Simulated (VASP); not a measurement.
# TaSi2 (P6_222) in VASP: relaxation of cell and atoms with PBE

Aim: the relaxation of cell and atoms of TaSi2 with PBE.

All numbers are computed with VASP 6.6.1; they aren't measurements. Logs are shortened: lines on timing, memory, paths and dates and some standing lists are left out, and cuts for length are marked.

## 1. The cell of the first run

Symmetry: P6_222, No. 180, hexagonal system. The conventional cell has a = 4.780 Å, b = 4.780 Å, c = 6.564 Å, α = 90.00°, β = 90.00°, γ = 120.00°. Ta (site symmetry 222) has 10 Si at 2.59 to 2.76 Å and 4 Ta at 3.24 Å within 3.4 Å. Within 3.4 Å of Si (site symmetry 2) lie 9 Si at 2.59 to 3.24 Å and 5 Ta at 2.59 to 2.76 Å.

## 2. Relaxation of cell and atoms, PBE

Input file INCAR:

```
SYSTEM = TaSi2
PREC = Accurate
ENCUT = 600
EDIFF = 1E-6
ISMEAR = 1
SIGMA = 0.1
LREAL = .FALSE.
LASPH = .TRUE.
NELM = 100
ALGO = Normal
ISIF = 3
LWAVE = .FALSE.
LCHARG = .FALSE.
GGA = PE
IBRION = 2
NSW = 80
EDIFFG = -0.01
```

Input file KPOINTS:

```
Automatic mesh
0
G
  12 12 8
  0 0 0
```

Input file POSCAR:

```
TaSi2
1.0
    4.7800000000      0.0000000000      0.0000000000
   -2.3900000000      4.1396014301      0.0000000000
    0.0000000000      0.0000000000      6.5640000000
Ta Si
3 6
Direct
    0.5000000000      0.0000000000      0.5000000000
    0.5000000000      0.5000000000      0.8333333333
    0.0000000000      0.5000000000      0.1666666667
    0.1666500000      0.3333000000      0.5000000000
    0.8333500000      0.1666500000      0.8333333333
    0.6667000000      0.8333500000      0.1666666667
    0.8333500000      0.6667000000      0.5000000000
    0.1666500000      0.8333500000      0.8333333333
    0.3333000000      0.1666500000      0.1666666667
```

Potentials or basis: VASP PAW PBE potentials, release 64 (Ta_pv, Si).

Command:

```bash
> cat potpaw_PBE.64/Ta_pv/POTCAR potpaw_PBE.64/Si/POTCAR > POTCAR
> mpirun -np 1 vasp_std > vasp.out
```

OUTCAR:

```text
SYSTEM = TaSi2
   PREC = Accurate
   ENCUT = 600
   EDIFF = 1E-6
   ISMEAR = 1
   LREAL = .FALSE.
   LASPH = .TRUE.
   NELM = 100
   ISIF = 3
   GGA = PE
   IBRION = 2
   NSW = 80
   EDIFFG = -0.01

 ion  position               nearest neighbor table
   1  0.500  0.000  0.500-   6 2.59   9 2.59   8 2.59   5 2.59   4 2.76   7 2.76   7 2.76   4 2.76
                             4 2.76   7 2.76   2 3.24   2 3.24   3 3.24   3 3.24
   2  0.500  0.500  0.833-   4 2.59   7 2.59   6 2.59   9 2.59   8 2.76   5 2.76   8 2.76   5 2.76
                             8 2.76   5 2.76   1 3.24   1 3.24   3 3.24   3 3.24
   3  0.000  0.500  0.167-   4 2.59   7 2.59   5 2.59   8 2.59   6 2.76   9 2.76   9 2.76   6 2.76
                             6 2.76   9 2.76   1 3.24   1 3.24   2 3.24   2 3.24
   4  0.167  0.333  0.500-   5 2.59   9 2.59   3 2.59   2 2.59   7 2.76   1 2.76   1 2.76   1 2.76
                             7 2.76   7 2.76
   5  0.833  0.167  0.833-   4 2.59   6 2.59   1 2.59   3 2.59   8 2.76   2 2.76   2 2.76   2 2.76
                             8 2.76   8 2.76
   6  0.667  0.833  0.167-   7 2.59   5 2.59   1 2.59   2 2.59   9 2.76   3 2.76   3 2.76   3 2.76
                             9 2.76   9 2.76
   7  0.833  0.667  0.500-   8 2.59   6 2.59   3 2.59   2 2.59   4 2.76   1 2.76   1 2.76   1 2.76
                             4 2.76   4 2.76
   8  0.167  0.833  0.833-   7 2.59   9 2.59   1 2.59   3 2.59   5 2.76   2 2.76   2 2.76   2 2.76
                             5 2.76   5 2.76
   9  0.333  0.167  0.167-   4 2.59   8 2.59   1 2.59   2 2.59   6 2.76   3 2.76   3 2.76   3 2.76
                             6 2.76   6 2.76

  LATTYP: Found a hexagonal cell.
 ALAT       =     4.7800000000
 C/A-ratio  =     1.3732217573

  Lattice vectors:

 A1 = (   4.7800000000,   0.0000000000,   0.0000000000)
 A2 = (  -2.3900000000,   4.1396014301,   0.0000000000)
 A3 = (   0.0000000000,   0.0000000000,   6.5640000000)

Analysis of symmetry for initial positions (statically):
=====================================================================
 Subroutine PRICEL returns:
 Original cell was already a primitive cell.

 Routine SETGRP: Setting up the symmetry group for a
 hexagonal supercell.

 Subroutine GETGRP returns: Found 12 space group operations
 (whereof  4 operations were pure point group operations)
 out of a pool of 24 trial point group operations.

The static configuration has the point symmetry D_2 .
 The point group associated with its full space group is D_6 .

Analysis of symmetry for dynamics (positions and initial velocities):
=====================================================================
 Subroutine PRICEL returns:
 Original cell was already a primitive cell.

 Routine SETGRP: Setting up the symmetry group for a
 hexagonal supercell.

 Subroutine GETGRP returns: Found 12 space group operations
 (whereof  4 operations were pure point group operations)
 out of a pool of 24 trial point group operations.

The dynamic configuration has the point symmetry D_2 .
 The point group associated with its full space group is D_6 .

 Subroutine INISYM returns: Found 12 space group operations
 (whereof  4 operations are pure point group operations),
 and found     1 'primitive' translations

----------------------------------------------------------------------------------------

                                     Primitive cell

  volume of cell :     129.8838

  direct lattice vectors                    reciprocal lattice vectors
     4.780000000  0.000000000  0.000000000     0.209205021  0.120784575  0.000000000
    -2.390000000  4.139601430  0.000000000     0.000000000  0.241569150  0.000000000
     0.000000000  0.000000000  6.564000000     0.000000000  0.000000000  0.152346130

  length of vectors
     4.780000000  4.780000000  6.564000000     0.241569150  0.241569150  0.152346130

  position of ions in fractional coordinates (direct lattice)
     0.500000000  0.000000000  0.500000000
     0.500000000  0.500000000  0.833333333
     0.000000000  0.500000000  0.166666667
     0.166650000  0.333300000  0.500000000
     0.833350000  0.166650000  0.833333333
     0.666700000  0.833350000  0.166666667
     0.833350000  0.666700000  0.500000000
     0.166650000  0.833350000  0.833333333
     0.333300000  0.166650000  0.166666667

  ion indices of the primitive-cell ions
   primitive index   ion index
                 1           1
                 2           2
                 3           3
                 4           4
                 5           5
                 6           6
                 7           7
                 8           8
                 9           9

----------------------------------------------------------------------------------------

 KPOINTS: Automatic mesh

Automatic generation of k-mesh.
 Grid dimensions read from file:
 generate k-points for:   12   12    8

 Generating k-lattice:

  Cartesian coordinates                     Fractional coordinates (reciprocal lattice)
     0.017433752  0.010065381  0.000000000     0.083333333  0.000000000  0.000000000
     0.000000000  0.020130763  0.000000000     0.000000000  0.083333333  0.000000000
     0.000000000  0.000000000  0.019043266     0.000000000  0.000000000  0.125000000

  Length of vectors
     0.020130763  0.020130763  0.019043266

  Shift w.r.t. Gamma in fractional coordinates (k-lattice)
     0.000000000  0.000000000  0.000000000

 Subroutine IBZKPT returns following result:
 ===========================================

 Found     95 irreducible k-points:

 Following reciprocal coordinates:
            Coordinates               Weight
  0.000000  0.000000  0.000000      1.000000
  0.083333  0.000000  0.000000      6.000000
  0.166667  0.000000  0.000000      6.000000
  0.250000  0.000000  0.000000      6.000000
  0.333333  0.000000  0.000000      6.000000
  0.416667  0.000000  0.000000      6.000000
[... 16 lines left out ...]
  0.250000  0.000000  0.125000     12.000000
  0.333333  0.000000  0.125000     12.000000
 [... further k-points ...]
   k-points           NKPTS =     95   k-points in BZ     NKDIM =     95   number of bands    NBANDS=     34
   number of dos      NEDOS =    301   number of ions     NIONS =      9
   total plane-waves  NPLWV =  86400
   dimension x,y,z NGX =    40 NGY =   40 NGZ =   54
   dimension x,y,z NGXF=    80 NGYF=   80 NGZF=  108
   ions per type =               3   6
   NGX,Y,Z   is equivalent  to a cutoff of  13.91, 13.91, 13.68 a.u.
   NGXF,Y,Z  is equivalent  to a cutoff of  27.82, 27.82, 27.35 a.u.
 SYSTEM =  TaSi2
   PREC   = accura    normal or accurate (medium, high low for compatibility)
   ISTART =      0    job   : 0-new  1-cont  2-samecut
   ICHARG =      2    charge: 1-file 2-atom 10-const
   ISPIN  =      1    spin polarized calculation?
   LNONCOLLINEAR =      F non collinear calculations
   LSORBIT =      F    spin-orbit coupling
   LASPH  =      T    aspherical Exc in radial PAW
   ENCUT  =  600.0 eV  44.10 Ry    6.64 a.u.   9.55  9.55 13.11*2*pi/ulx,y,z
   NELM   =    100;   NELMIN=  2; NELMDL= -5     # of ELM steps
   EDIFF  = 0.1E-05   stopping-criterion for ELM
   LREAL  =      F    real-space projection
   EDIFFG = -.1E-01   stopping-criterion for IOM
   NSW    =     80    number of steps for IOM
   IBRION =      2    ionic relax: 0-MD 1-quasi-New 2-CG
   NFREE  =      1    steps in history (QN), initial steepest desc. (CG)
   ISIF   =      3    stress and relaxation
   ISYM   =      2    0-nonsym 1-usesym 2-fastsym
   POTIM  = 0.5000    time-step for ionic-motion
   TEBEG  =    0.0;   TEEND  =   0.0 temperature during run
   PSTRESS=    0.0 pullay stress
   NELECT =      57.0000    total number of electrons
   NUPDOWN=      -1.0000    fix difference up-down
   EMIN   =  10.00;   EMAX   =-10.00  energy-range for DOS
   EFERMI =   0.00;   METHOD = LEGACY
   ISMEAR =     1;   SIGMA  =   0.10  broadening in eV -4-tet -1-fermi 0-gaus
   EFERMI_NEDOS =   21; number of points for ismear=-14 and -15
   IALGO  =     38    algorithm
   IMIX   =      4    mixing-type and parameters
     AMIX     =   0.40;   BMIX     =  1.00
     AMIX_MAG =   1.60;   BMIX_MAG =  1.00
  volume/ion in A,a.u.               =      14.43        97.39
  Fermi-wavevector in a.u.,A,eV,Ry     =   1.244079  2.350969 21.058195  1.547734
  Thomas-Fermi vector in A             =   2.378362
   LORBIT       =      0    0 simple, 1 ext, 2 COOP (PROOUT), +10 PAW based schemes
   GGA     = PE    functional components
   LHFCALC =     F    Hartree Fock is set to
   AEXX    =    0.0000 exact exchange contribution
   IVDW    =     0    specifies the selected vdW correction
   LEPSILON=     F    determine dielectric tensor
   LRPA    =     F    only Hartree local field effects (RPA)
 conjugate gradient relaxation of ions
 non-spin polarized calculation
 Methfessel and Paxton  Order N= 1 SIGMA  =   0.10
  energy-cutoff  :      600.00
  volume of cell :      129.88
 maximum number of plane-waves:      4370
 NGX is ok and might be reduce to    40
   NGX = 19   NGY = 19   NGZ = 27

--------------------------------------- Ionic step        1  -------------------------------------------

 number of electron      56.9999997 magnetization

 Free energy of the ion-electron system (eV)
  ---------------------------------------------------
  ext. energy  EPLUGINS =         0.00000000
  ---------------------------------------------------
  free energy    TOTEN  =       -72.08069042 eV

  energy without entropy =      -72.07895016  energy(sigma->0) =      -72.08011033

------------------------ aborting loop because EDIFF is reached ----------------------------------------

  FORCE on cell =-STRESS in cart. coord.  units (eV):
  Direction    XX          YY          ZZ          XY          YZ          ZX
  --------------------------------------------------------------------------------------
  -------------------------------------------------------------------------------------
  Total        2.4312417      2.4312417      4.0769711      0.0000000     -0.0000000      0.0000000
  in kB       29.9905016     29.9905016     50.2913414      0.0000000     -0.0000000      0.0000000
  external PRESSURE =      36.7574482 kB  Pullay stress =       0.0000000 kB
[... 243 lines left out ...]
  energy  without entropy=      -72.2660682703  energy(sigma->0) =      -72.26572927

--------------------------------------- Ionic step        7  -------------------------------------------

 number of electron      56.9999998 magnetization

 Free energy of the ion-electron system (eV)
  ---------------------------------------------------
  ext. energy  EPLUGINS =         0.00000000
  ---------------------------------------------------
  free energy    TOTEN  =       -72.26568600 eV

  energy without entropy =      -72.26624218  energy(sigma->0) =      -72.26587140

 E-fermi :   9.2156     XC(G=0): -12.0136

 val. band max:        9.2137237009   @ k =   0.3333   0.1667   0.3750
 cond. band min:       9.2405568903   @ k =   0.4167   0.0833   0.0000
 fundamental gap:      0.0268331894
 Fermi energy:         9.2155650027

 k-point     1 :       0.0000    0.0000    0.0000
  band No.  band energies     occupation
      1     -25.1931      2.00000
      2     -25.1888      2.00000
      3     -25.1888      2.00000
      4     -25.1226      2.00000
      5     -25.1226      2.00000
      6     -25.0353      2.00000
[... 877 lines left out ...]
     33      11.5328      0.00000
     34      11.8652      0.00000

 [... further k-points ...]

------------------------ aborting loop because EDIFF is reached ----------------------------------------

  FORCE on cell =-STRESS in cart. coord.  units (eV):
  Direction    XX          YY          ZZ          XY          YZ          ZX
  --------------------------------------------------------------------------------------
  -------------------------------------------------------------------------------------
  Total        0.0415448      0.0415448      0.0340993      0.0000000      0.0000000     -0.0000000
  in kB        0.5043171      0.5043171      0.4139355      0.0000000      0.0000000     -0.0000000
  external PRESSURE =       0.4741899 kB  Pullay stress =       0.0000000 kB
[... 24 lines left out ...]
  FREE ENERGIE OF THE ION-ELECTRON SYSTEM (eV)
  ---------------------------------------------------
  free  energy   TOTEN  =       -72.2656860004 eV

  energy  without entropy=      -72.2662421843  energy(sigma->0) =      -72.26587140

 reached required accuracy - stopping structural energy minimisation
```

It took 15 min on 1 thread of AMD EPYC 9R45 (Zen 5), shared host; peak memory 0.55 GiB.

What came out:

```
Free energy                           : -72.2657 eV
Relaxed volume                        : 14.66 Å³/atom
Relaxed cell                          : a = 4.807 Å, b = 4.807 Å, c = 6.596 Å, α = 90.00°, β = 90.00°, γ = 120.00°
Space group after relaxing (to 0.1 Å) : P6_222 (No. 180)
Energy gained by relaxing             : 20.6 meV/atom
Ionic steps                           : 7
Pressure after relaxing               : 0.0 GPa
Band gap on the k mesh                : zero (an odd number of electrons rules out a gap without spin polarisation)
```

The path:
```csv
step,energy change (eV),largest force (eV/Å),pressure (GPa),volume (Å³)
1,0.0000,0.8145,3.68,129.88
2,-0.0781,0.2757,-5.54,136.20
3,-0.1096,0.4564,-2.55,133.94
4,-0.1837,0.0443,-0.28,132.17
5,-0.1845,0.0083,0.00,131.98
6,-0.1849,0.0074,0.06,131.99
7,-0.1850,0.0020,0.05,131.98
```

Final structure:
```
Ta Si
1.0
     4.80683    0.00000    0.00000
    -2.40341    4.16284    0.00000
     0.00000    0.00000    6.59592
Ta Si
3 6
Direct
  0.50000 0.00000 0.50000
  0.50000 0.50000 0.83333
  0.00000 0.50000 0.16667
  0.15886 0.31773 0.50000
  0.84114 0.15886 0.83333
  0.68227 0.84114 0.16667
  0.84114 0.68227 0.50000
  0.15886 0.84114 0.83333
  0.31773 0.15886 0.16667
```

Caveat: spin-orbit coupling is left out, which moves the levels of the heavy elements.

The gap in the log of VASP goes by the Fermi energy; the results here count the filled bands.